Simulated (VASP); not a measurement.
WC, 2 atoms in the cell. Symmetry: P-6m2, No. 187, hexagonal system. Conventional cell: a = 2.885 Å, b = 2.885 Å, c = 2.813 Å, α = 90.00°, β = 90.00°, γ = 120.00°. Within 2.9 Å of W (site symmetry -6m2) lie 6 C at 2.18 Å and 8 W at 2.81 to 2.88 Å. C (site symmetry -6m2) has 6 W at 2.18 Å and 8 C at 2.81 to 2.88 Å within 2.9 Å. 

```yaml
Program: VASP 6.6.1
Task: single point
Functional: PBE
Potentials_or_basis: VASP PAW PBE potentials, release 64 (W_sv, C)
Cutoff: 520 eV
k_mesh: 11 × 11 × 10
Occupations: fermi-dirac, width 0.1 eV
Spin: non-collinear spin, typed start, spin-orbit coupling
Starting_moments: "[[0.0, 0.0, 1.0], [0.0, 0.0, 0.0]] μB"
Dipole_correction: no
Further_INCAR_settings: ALGO = Normal; EDIFF = 1e-07; NBANDS = 30
```

Potentials or basis: VASP PAW PBE potentials, release 64 (W_sv, C).

Command:

```console
$ cat potpaw_PBE.64/W_sv/POTCAR potpaw_PBE.64/C/POTCAR > POTCAR
$ mpirun -np 1 vasp_ncl > vasp.out
```

Hardware: 1 thread of Intel(R) Xeon(R) 6975P-C (Granite Rapids) (shared host).

Q: How long does it take, and how much memory?

A: It took 5.3 min on 1 thread of Intel(R) Xeon(R) 6975P-C (Granite Rapids) (shared host), peak memory 0.69 GiB. Counts: scf iterations 15, k points 726.
